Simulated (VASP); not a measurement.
# CoSi (zincblende type) (F-43m) in VASP: single point with PBE

Aim: the single point of CoSi (zincblende type) with PBE.

Everything below comes from runs of VASP 6.6.1. Logs are shortened: lines on timing, memory, paths and dates and some standing lists are left out, and cuts for length are marked.

## Step 1: The cell of the first run

The structure is cubic, space group F-43m (No. 216). Conventional cell: a = 4.624 Å, b = 4.624 Å, c = 4.624 Å, α = 90.00°, β = 90.00°, γ = 90.00°. Within 2.7 Å of Co (site symmetry -43m) lie 4 Si at 2.00 Å. Si (site symmetry -43m) has 4 Co at 2.00 Å within 2.7 Å.

## Step 2: Single point, PBE, collinear spin, ferromagnetic start (12.35 Å³/atom)

The input, POSCAR:

```
CoSi
1.0
    0.0000000000      2.3117648173      2.3117648173
    2.3117648173      0.0000000000      2.3117648173
    2.3117648173      2.3117648173      0.0000000000
Co Si
1 1
Direct
    0.0000000000      0.0000000000      0.0000000000
    0.2500000000      0.2500000000      0.2500000000
```

The input, INCAR.step1:

```
  ALGO = Normal
  EDIFF = 1E-6
  ENCUT = 520
  GGA = PE
  ISIF = 2
  ISMEAR = -1
  ISPIN = 2
  LASPH = T
  LCHARG = T
  LMAXMIX = 4
  LREAL = F
  LWAVE = F
  MAGMOM = 1.7 0
  NBANDS = 18
  NELM = 150
  PREC = Accurate
  SIGMA = 0.08
```

The input, KPOINTS.step1:

```
k-points
0
Gamma
  14 14 14
```

The input, INCAR.step2:

```
  ALGO = Normal
  EDIFF = 1E-6
  ENCUT = 520
  GGA = PE
  ICHARG = 11
  ISIF = 2
  ISMEAR = -5
  ISPIN = 2
  LASPH = T
  LCHARG = F
  LMAXMIX = 4
  LORBIT = 11
  LREAL = F
  LWAVE = F
  MAGMOM = 1.7 0
  NEDOS = 2001
  NELM = 150
  PREC = Accurate
  SIGMA = 0.08
```

The input, KPOINTS.step2:

```
k-points
0
Gamma
  21 21 21
```

Potentials or basis: VASP PAW PBE potentials, release 64 (Co, Si).

The run is started by

```console
> cat potpaw_PBE.64/Co/POTCAR potpaw_PBE.64/Si/POTCAR > POTCAR
> cp INCAR.step1 INCAR
> cp KPOINTS.step1 KPOINTS
> mpirun -np 1 vasp_std > vasp.out
> cp INCAR.step2 INCAR
> cp KPOINTS.step2 KPOINTS
> mpirun -np 1 vasp_std > vasp.out
```

OUTCAR:

```text
EDIFF = 1E-6
   ENCUT = 520
   GGA = PE
   ICHARG = 11
   ISIF = 2
   ISMEAR = -5
   ISPIN = 2
   LASPH = T
   LORBIT = 11
   LREAL = F
   NELM = 150
   PREC = Accurate

 ion  position               nearest neighbor table
   1  0.000  0.000  0.000-   2 2.00   2 2.00   2 2.00   2 2.00
   2  0.250  0.250  0.250-   1 2.00   1 2.00   1 2.00   1 2.00

  LATTYP: Found a face centered cubic cell.
 ALAT       =     4.6235296346

  Lattice vectors:

 A1 = (   0.0000000000,   2.3117648173,   2.3117648173)
 A2 = (   2.3117648173,   0.0000000000,   2.3117648173)
 A3 = (   2.3117648173,   2.3117648173,   0.0000000000)

Analysis of symmetry for initial positions (statically):
=====================================================================
 Subroutine PRICEL returns:
 Original cell was already a primitive cell.

 Routine SETGRP: Setting up the symmetry group for a
 face centered cubic supercell.

 Subroutine GETGRP returns: Found 24 space group operations
 (whereof 24 operations were pure point group operations)
 out of a pool of 48 trial point group operations.

The static configuration has the point symmetry T_d .

Analysis of symmetry for dynamics (positions and initial velocities):
=====================================================================
 Subroutine PRICEL returns:
 Original cell was already a primitive cell.

 Routine SETGRP: Setting up the symmetry group for a
 face centered cubic supercell.

 Subroutine GETGRP returns: Found 24 space group operations
 (whereof 24 operations were pure point group operations)
 out of a pool of 48 trial point group operations.

The dynamic configuration has the point symmetry T_d .

Analysis of structural, dynamic, and magnetic symmetry:
=====================================================================
 Subroutine PRICEL returns:
 Original cell was already a primitive cell.

 Routine SETGRP: Setting up the symmetry group for a
 face centered cubic supercell.

 Subroutine GETGRP returns: Found 24 space group operations
 (whereof 24 operations were pure point group operations)
 out of a pool of 48 trial point group operations.

The overall configuration has the point symmetry T_d .

 Subroutine INISYM returns: Found 24 space group operations
 (whereof 24 operations are pure point group operations),
 and found     1 'primitive' translations

----------------------------------------------------------------------------------------

                                     Primitive cell

  volume of cell :      24.7093

  direct lattice vectors                    reciprocal lattice vectors
     0.000000000  2.311764817  2.311764817    -0.216284977  0.216284977  0.216284977
     2.311764817  0.000000000  2.311764817     0.216284977 -0.216284977  0.216284977
     2.311764817  2.311764817  0.000000000     0.216284977  0.216284977 -0.216284977

  length of vectors
     3.269329158  3.269329158  3.269329158     0.374616569  0.374616569  0.374616569

  position of ions in fractional coordinates (direct lattice)
     0.000000000  0.000000000  0.000000000
     0.250000000  0.250000000  0.250000000

  ion indices of the primitive-cell ions
   primitive index   ion index
                 1           1
                 2           2

----------------------------------------------------------------------------------------

 KPOINTS: k-points

Automatic generation of k-mesh.
 Grid dimensions read from file:
 generate k-points for:   21   21   21

 Generating k-lattice:

  Cartesian coordinates                     Fractional coordinates (reciprocal lattice)
    -0.010299285  0.010299285  0.010299285     0.047619048  0.000000000  0.000000000
     0.010299285 -0.010299285  0.010299285     0.000000000  0.047619048  0.000000000
     0.010299285  0.010299285 -0.010299285     0.000000000  0.000000000  0.047619048

  Length of vectors
     0.017838884  0.017838884  0.017838884

  Shift w.r.t. Gamma in fractional coordinates (k-lattice)
     0.000000000  0.000000000  0.000000000

 TETIRR: Found   1276 inequivalent tetrahedra from    55566

 Subroutine IBZKPT returns following result:
 ===========================================

 Found    286 irreducible k-points:

 Following reciprocal coordinates:
            Coordinates               Weight
  0.000000  0.000000  0.000000      1.000000
  0.047619  0.000000  0.000000      8.000000
  0.095238  0.000000  0.000000      8.000000
  0.142857  0.000000  0.000000      8.000000
  0.190476  0.000000  0.000000      8.000000
  0.238095  0.000000  0.000000      8.000000
[... 16 lines left out ...]
 -0.428571  0.047619  0.000000     24.000000
 -0.380952  0.047619  0.000000     24.000000
 [... further k-points ...]
   k-points           NKPTS =    286   k-points in BZ     NKDIM =    286   number of bands    NBANDS=     11
   number of dos      NEDOS =   2001   number of ions     NIONS =      2
   total plane-waves  NPLWV =  13824
   dimension x,y,z NGX =    24 NGY =   24 NGZ =   24
   dimension x,y,z NGXF=    48 NGYF=   48 NGZF=   48
   ions per type =               1   1
   NGX,Y,Z   is equivalent  to a cutoff of  12.20, 12.20, 12.20 a.u.
   NGXF,Y,Z  is equivalent  to a cutoff of  24.41, 24.41, 24.41 a.u.
 SYSTEM =  unknown system
   PREC   = accura    normal or accurate (medium, high low for compatibility)
   ISTART =      0    job   : 0-new  1-cont  2-samecut
   ICHARG =     11    charge: 1-file 2-atom 10-const
   ISPIN  =      2    spin polarized calculation?
   LNONCOLLINEAR =      F non collinear calculations
   LSORBIT =      F    spin-orbit coupling
   LASPH  =      T    aspherical Exc in radial PAW
   ENCUT  =  520.0 eV  38.22 Ry    6.18 a.u.   6.08  6.08  6.08*2*pi/ulx,y,z
   NELM   =    150;   NELMIN=  2; NELMDL=  0     # of ELM steps
   EDIFF  = 0.1E-05   stopping-criterion for ELM
   LREAL  =      F    real-space projection
   EDIFFG = 0.1E-04   stopping-criterion for IOM
   NSW    =      0    number of steps for IOM
   IBRION =     -1    ionic relax: 0-MD 1-quasi-New 2-CG
   NFREE  =      0    steps in history (QN), initial steepest desc. (CG)
   ISIF   =      2    stress and relaxation
   ISYM   =      2    0-nonsym 1-usesym 2-fastsym
   POTIM  = 0.5000    time-step for ionic-motion
   TEBEG  =    0.0;   TEEND  =   0.0 temperature during run
   PSTRESS=    0.0 pullay stress
   NELECT =      13.0000    total number of electrons
   NUPDOWN=      -1.0000    fix difference up-down
   EMIN   =  10.00;   EMAX   =-10.00  energy-range for DOS
   EFERMI =   0.00;   METHOD = LEGACY
   ISMEAR =    -5;   SIGMA  =   0.08  broadening in eV -4-tet -1-fermi 0-gaus
   EFERMI_NEDOS =   21; number of points for ismear=-14 and -15
   IALGO  =     38    algorithm
   IMIX   =      4    mixing-type and parameters
     AMIX     =   0.40;   BMIX     =  1.00
     AMIX_MAG =   1.60;   BMIX_MAG =  1.00
  volume/ion in A,a.u.               =      12.35        83.37
  Fermi-wavevector in a.u.,A,eV,Ry     =   1.321607  2.497475 23.764545  1.746645
  Thomas-Fermi vector in A             =   2.451348
   LORBIT       =     11    0 simple, 1 ext, 2 COOP (PROOUT), +10 PAW based schemes
   GGA     = PE    functional components
   LHFCALC =     F    Hartree Fock is set to
   AEXX    =    0.0000 exact exchange contribution
   IVDW    =     0    specifies the selected vdW correction
   LEPSILON=     F    determine dielectric tensor
   LRPA    =     F    only Hartree local field effects (RPA)
 spin polarized calculation
 Fermi weights with tetrahedron method with Bloechl corrections
  energy-cutoff  :      520.00
  volume of cell :       24.71
 maximum number of plane-waves:       682

 number of electron      12.9999991 magnetization       0.0000009

 Free energy of the ion-electron system (eV)
  ---------------------------------------------------
  ext. energy  EPLUGINS =         0.00000000
  ---------------------------------------------------
  free energy    TOTEN  =       -10.59549040 eV

  energy without entropy =      -10.59549040  energy(sigma->0) =      -10.59549040

 E-fermi :   9.5052     XC(G=0): -11.9084

 val. band max:        9.4967104807   @ k =  -0.3333   0.2381   0.0000
 cond. band min:       9.4984736438   @ k =   0.4762   0.1905   0.0952
 fundamental gap:      0.0017631630
 Fermi energy:         9.5051623613

 spin component 1

 k-point     1 :       0.0000    0.0000    0.0000
  band No.  band energies     occupation
      1      -2.1447      1.00000
      2       6.2959      1.00000
      3       6.2959      1.00000
      4       6.2959      1.00000
      5       7.8627      1.00000
      6       7.8627      1.00000
      7      17.9527      0.00000
      8      17.9527      0.00000
      9      17.9528      0.00000
     10      18.5926      0.00000
     11      18.5926      0.00000

 k-point     2 :       0.0476    0.0000    0.0000
  band No.  band energies     occupation
      1      -2.0987      1.00000
      2       6.2736      1.00000
      3       6.3083      1.00000
      4       6.3083      1.00000
      5       7.8564      1.00000
      6       7.8564      1.00000
      7      17.0817      0.00000
      8      17.6959      0.00000
      9      17.6959      0.00000
     10      18.8697      0.00000
     11      18.8701      0.00000
[... 295 lines left out ...]
 k-point    24 :      -0.3810    0.0476    0.0000
  band No.  band energies     occupation
      1       0.6768      1.00000
      2       4.6913      1.00000
      3       6.5101      1.00000
      4       6.5672      1.00000
      5       7.9975      1.00000
      6       8.1286      1.00000
      7       9.2635      0.98906
      8      14.5617      0.00000
      9      15.2119      0.00000
     10      18.6851      0.00000
     11      19.5332      0.00000

 [... further k-points ...]

 spin component 2

 k-point     1 :       0.0000    0.0000    0.0000
  band No.  band energies     occupation
      1      -2.1447      1.00000
      2       6.2959      1.00000
      3       6.2959      1.00000
      4       6.2959      1.00000
      5       7.8627      1.00000
      6       7.8627      1.00000
      7      17.9527      0.00000
      8      17.9527      0.00000
      9      17.9528      0.00000
     10      18.5926      0.00000
     11      18.5926      0.00000

 k-point     2 :       0.0476    0.0000    0.0000
  band No.  band energies     occupation
      1      -2.0987      1.00000
      2       6.2736      1.00000
      3       6.3083      1.00000
      4       6.3083      1.00000
      5       7.8564      1.00000
      6       7.8564      1.00000
      7      17.0817      0.00000
      8      17.6959      0.00000
      9      17.6959      0.00000
     10      18.8697      0.00000
     11      18.8701      0.00000
[... 295 lines left out ...]
 k-point    24 :      -0.3810    0.0476    0.0000
  band No.  band energies     occupation
      1       0.6768      1.00000
      2       4.6913      1.00000
      3       6.5101      1.00000
      4       6.5672      1.00000
      5       7.9975      1.00000
      6       8.1286      1.00000
      7       9.2635      0.98905
      8      14.5617      0.00000
      9      15.2119      0.00000
     10      18.6851      0.00000
     11      19.5331      0.00000

 [... further k-points ...]
[... 5 lines left out ...]
  --------------------------------------------------------------------------------------
  -------------------------------------------------------------------------------------
  Total        8.7982029      8.7982029      8.7982029      0.0000000      0.0000000     -0.0000000
  in kB      570.4841872    570.4841872    570.4841872      0.0000000      0.0000000     -0.0000000
  external PRESSURE =     570.4841872 kB  Pullay stress =       0.0000000 kB

 VOLUME and BASIS-vectors are now :
 -----------------------------------------------------------------------------
  energy-cutoff  :      520.00
  volume of cell :       24.71
      direct lattice vectors                 reciprocal lattice vectors
     0.000000000  2.311764817  2.311764817    -0.216284977  0.216284977  0.216284977
     2.311764817  0.000000000  2.311764817     0.216284977 -0.216284977  0.216284977
     2.311764817  2.311764817  0.000000000     0.216284977  0.216284977 -0.216284977

 POSITION                                       TOTAL-FORCE (eV/Angst)
 -----------------------------------------------------------------------------------
      0.00000      0.00000      0.00000         0.000000      0.000000      0.000000
      1.15588      1.15588      1.15588        -0.000000     -0.000000     -0.000000
 -----------------------------------------------------------------------------------
    total drift:                                0.000002      0.000002      0.000002

  FREE ENERGIE OF THE ION-ELECTRON SYSTEM (eV)
  ---------------------------------------------------
  free  energy   TOTEN  =       -10.5954903984 eV

  energy  without entropy=      -10.5954903984  energy(sigma->0) =      -10.59549040

 total charge

# of ion       s       p       d       tot
------------------------------------------
    1        0.663   0.561   7.865   9.089
    2        0.869   1.017   0.000   1.886
--------------------------------------------------
tot          1.533   1.578   7.865  10.975

 magnetization (x)

# of ion       s       p       d       tot
------------------------------------------
    1        0.000   0.000   0.000   0.000
    2       -0.000  -0.000   0.000  -0.000
--------------------------------------------------
tot         -0.000  -0.000   0.000  -0.000
```

Wall time 97 s (1 thread of AMD EPYC 9R14 (Zen 4), shared host); peak memory 0.22 GiB.

Results:

```yaml
Net_moment: 0.00 μB per cell
Valence_electrons_inside_the_program's_atomic_spheres: Co 9.09; Si 1.89
```

Caveat: tetrahedron occupations give inexact forces and stress in metals.
